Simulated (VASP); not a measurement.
# TaN in VASP: further runs, part 3 of 3

VASP 6.6.1. Earlier steps stand in the parts before.

## (7) Single point, LDA

This run uses another cell than the first one, of 10.02 Å³/atom, 0.928 times its volume.

INCAR reads:

```
SYSTEM = TaN
ALGO = Normal
EDIFF = 1E-6
ENCUT = 600
GGA = CA
GGA_COMPAT = .FALSE.
ISIF = 2
ISMEAR = 0
LASPH = .TRUE.
LCHARG = .FALSE.
LREAL = .FALSE.
LWAVE = .FALSE.
NBANDS = 16
NELM = 120
PREC = Accurate
SIGMA = 0.15
```

KPOINTS reads:

```
k-points
0
G
  18 18 18
  0 0 0
```

POSCAR reads:

```
TaN
1.0
    0.0000000000      2.1557928146      2.1557928146
    2.1557928146      0.0000000000      2.1557928146
    2.1557928146      2.1557928146      0.0000000000
Ta N
1 1
Direct
    0.4989139126      0.5010860874      0.5010860874
    0.0140304995     -0.0140304995     -0.0140304995
```

Potentials or basis: VASP PAW LDA potentials, release 64 (Ta_sv_GW, N).

Command:

```console
cat potpaw_LDA.64/Ta_sv_GW/POTCAR potpaw_LDA.64/N/POTCAR > POTCAR
mpirun -np 1 vasp_std > vasp.out
```

OUTCAR:

```text
SYSTEM = TaN
   EDIFF = 1E-6
   ENCUT = 600
   GGA = CA
   ISIF = 2
   ISMEAR = 0
   LASPH = .TRUE.
   LREAL = .FALSE.
   NELM = 120
   PREC = Accurate

 ion  position               nearest neighbor table
   1  0.499  0.501  0.501-   2 2.09   2 2.16   2 2.16   2 2.16   2 2.16   2 2.22
   2  0.014  0.986  0.986-   1 2.09   1 2.16   1 2.16   1 2.16   1 2.16   1 2.22

  LATTYP: Found a face centered cubic cell.
 ALAT       =     4.3115856292

  Lattice vectors:

 A1 = (   0.0000000000,   2.1557928146,   2.1557928146)
 A2 = (   2.1557928146,   0.0000000000,   2.1557928146)
 A3 = (   2.1557928146,   2.1557928146,   0.0000000000)

Analysis of symmetry for initial positions (statically):
=====================================================================
 Subroutine PRICEL returns:
 Original cell was already a primitive cell.

 Routine SETGRP: Setting up the symmetry group for a
 face centered cubic supercell.

 Subroutine GETGRP returns: Found  8 space group operations
 (whereof  8 operations were pure point group operations)
 out of a pool of 48 trial point group operations.

[... 161 lines left out ...]

 E-fermi :  14.4242     XC(G=0): -14.4081

 val. band max:       14.4236403023   @ k =   0.0000   0.2778   0.0556
 cond. band min:      14.4261354429   @ k =   0.0556  -0.3333   0.1667
 fundamental gap:      0.0024951406
 Fermi energy:        14.4241713540

 k-point     1 :       0.0000    0.0000    0.0000
  band No.  band energies     occupation
      1     -54.5910      2.00000
      2     -20.9992      2.00000
      3     -20.9939      2.00000
      4     -20.9939      2.00000
      5      -4.6444      2.00000
      6      10.3496      2.00000
[... 433 lines left out ...]
      3     -21.1001      2.00000
      4     -21.0903      2.00000
      5      -1.9250      2.00000
      6       4.6029      2.00000
[... 8 lines left out ...]
     15      26.8581      0.00000
     16      28.6455      0.00000

 [... further k-points ...]

------------------------ aborting loop because EDIFF is reached ----------------------------------------

  FORCE on cell =-STRESS in cart. coord.  units (eV):
  Direction    XX          YY          ZZ          XY          YZ          ZX
  --------------------------------------------------------------------------------------
  -------------------------------------------------------------------------------------
  Total        1.7621186      1.4325156      1.4325156      0.0000000     -0.0000000      0.0000000
  in kB      140.8947056    114.5404518    114.5404518      0.0000000     -0.0000000      0.0000000
  external PRESSURE =     123.3252031 kB  Pullay stress =       0.0000000 kB

 VOLUME and BASIS-vectors are now :
 -----------------------------------------------------------------------------
  energy-cutoff  :      600.00
  volume of cell :       20.04
      direct lattice vectors                 reciprocal lattice vectors
     0.000000000  2.155792815  2.155792815    -0.231933234  0.231933234  0.231933234
     2.155792815  0.000000000  2.155792815     0.231933234 -0.231933234  0.231933234
     2.155792815  2.155792815  0.000000000     0.231933234  0.231933234 -0.231933234

 POSITION                                       TOTAL-FORCE (eV/Angst)
 -----------------------------------------------------------------------------------
      2.16048      2.15579      2.15579        -0.685683      0.000000      0.000000
      4.25109      2.15579      2.15579         0.685683      0.000000      0.000000
 -----------------------------------------------------------------------------------
    total drift:                               -0.000032      0.000000      0.000000

  FREE ENERGIE OF THE ION-ELECTRON SYSTEM (eV)
  ---------------------------------------------------
  free  energy   TOTEN  =       -26.6308844117 eV

  energy  without entropy=      -26.6220301860  energy(sigma->0) =      -26.62645730
```

OSZICAR:

```text
N       E                     dE             d eps       ncg     rms          rms(c)
DAV:   1     0.109377639318E+03    0.10938E+03   -0.12328E+04 15456   0.129E+03
DAV:   2    -0.259206540577E+02   -0.13530E+03   -0.13036E+03 21992   0.317E+02
DAV:   3    -0.306803795811E+02   -0.47597E+01   -0.47508E+01 17712   0.539E+01
DAV:   4    -0.307989360061E+02   -0.11856E+00   -0.11855E+00 21720   0.585E+00
DAV:   5    -0.308022313470E+02   -0.32953E-02   -0.32953E-02 17936   0.715E-01    0.490E+01
DAV:   6    -0.268048663483E+02    0.39974E+01   -0.87830E+00 16376   0.255E+01    0.489E+01
DAV:   7    -0.266852035127E+02    0.11966E+00   -0.39370E-01 17664   0.505E+00    0.245E+01
DAV:   8    -0.266322580654E+02    0.52945E-01   -0.12492E-01 18520   0.274E+00    0.216E+00
DAV:   9    -0.266310330912E+02    0.12250E-02   -0.33167E-03 18936   0.550E-01    0.344E-01
DAV:  10    -0.266309020763E+02    0.13101E-03   -0.12812E-03 16336   0.350E-01    0.196E-01
DAV:  11    -0.266309192056E+02   -0.17129E-04   -0.19188E-04 17264   0.123E-01    0.378E-02
DAV:  12    -0.266308841637E+02    0.35042E-04   -0.73146E-05 16784   0.708E-02    0.256E-02
DAV:  13    -0.266308844117E+02   -0.24806E-06   -0.34369E-06 18016   0.151E-02
   1 F= -.26630884E+02 E0= -.26626457E+02  d E =-.885423E-02
```

stdout:

```text
POSCAR found type information on POSCAR TaN
 POSCAR found :  2 types and       2 ions
 scaLAPACK will be used
 LDA part: xc-table for (Slater(with rela. corr.)+CA(PZ))
 , standard interpolation
 POSCAR, INCAR and KPOINTS ok, starting setup
 FFT: planning ... GRIDC
 FFT: planning ... GRID_SOFT
 FFT: planning ... GRID
 WAVECAR not read
 entering main loop
```

Run time: 62 s. Hardware: 1 thread of Intel Xeon Platinum 8559C (Emerald Rapids), shared host; peak memory 0.31 GiB.

What came out:

| Property | Result |
| --- | --- |
| Free energy | -26.6309 eV |
| Pressure | 12.3 GPa |
| Largest force | 0.686 eV/Å |
| Band gap on the k mesh | zero (band 9 reaches 16.48 eV, above the bottom of band 10 at 12.29 eV) |

Forces in eV/Å, atoms in the order of the input:
```
Ta  -0.686  0.000  0.000
N    0.686  0.000  0.000
```

Caveat: spin-orbit coupling is left out, which moves the levels of the heavy elements.

## (8) Overview

| cell | gap on the mesh (eV) | pressure (GPa) | largest force (eV/Å) |
| --- | --- | --- | --- |
| a = 3.126 Å, angles 60.0°, 2 atoms | none | -15.0 | 0.44 |
| a = 3.023 Å, angles 60.0°, 2 atoms | none | 23.9 | 0.78 |
| a = 3.074 Å, angles 60.0°, 2 atoms | none | 2.2 | 0.60 |
| a = 2.997 Å, angles 60.0°, 2 atoms | none | 35.7 | - |
| a = 3.049 Å, angles 60.0°, 2 atoms | none | 12.3 | 0.69 |

Some of these runs hold the atoms at other places in the same cell, which the table doesn't show; runs alike in all that it shows share one row.

Alike in all rows: task single point; level LDA; potentials or basis VASP PAW LDA potentials, release 64 (Ta_sv_GW, N); no spin polarisation; k mesh 18 × 18 × 18; cutoff (eV) 600; smearing gaussian 0.15 eV.

Caveats: spin-orbit coupling is left out, which moves the levels of the heavy elements.

Absolute energies hang on the potentials; compare differences alone.
